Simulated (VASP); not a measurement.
Here is a VASP 6.6.1 calculation.

File INCAR:

```
  PREC = Accurate
  ENCUT = 520
  EDIFF = 1E-6
  ISMEAR = 0
  SIGMA = 0.1
  LREAL = F
  LASPH = T
  NELM = 80
  ALGO = Normal
  ISIF = 2
  LWAVE = F
  LCHARG = T
  GGA = PS
  LELF = T
  LVHAR = T
  NBANDS = 8
```

Contents of KPOINTS:

```
regular mesh
0
Gamma
  18 18 18
```

File POSCAR:

```
Al
1.0
   -1.6379458068      1.6379458068      1.6379458068
    1.6379458068     -1.6379458068      1.6379458068
    1.6379458068      1.6379458068     -1.6379458068
Al
1
Direct
    0.0000000000      0.0000000000      0.0000000000
```

Potentials or basis: VASP PAW PBE potentials, release 64 (Al).

Launch:

```bash
$ cat potpaw_PBE.64/Al/POTCAR > POTCAR
$ mpirun -np 1 vasp_std > vasp.out
```

Q: Predict the pressure.

A: -3.7 GPa.

Caveat: the PAW data sets were made with another functional, which shifts forces and pressure a little.
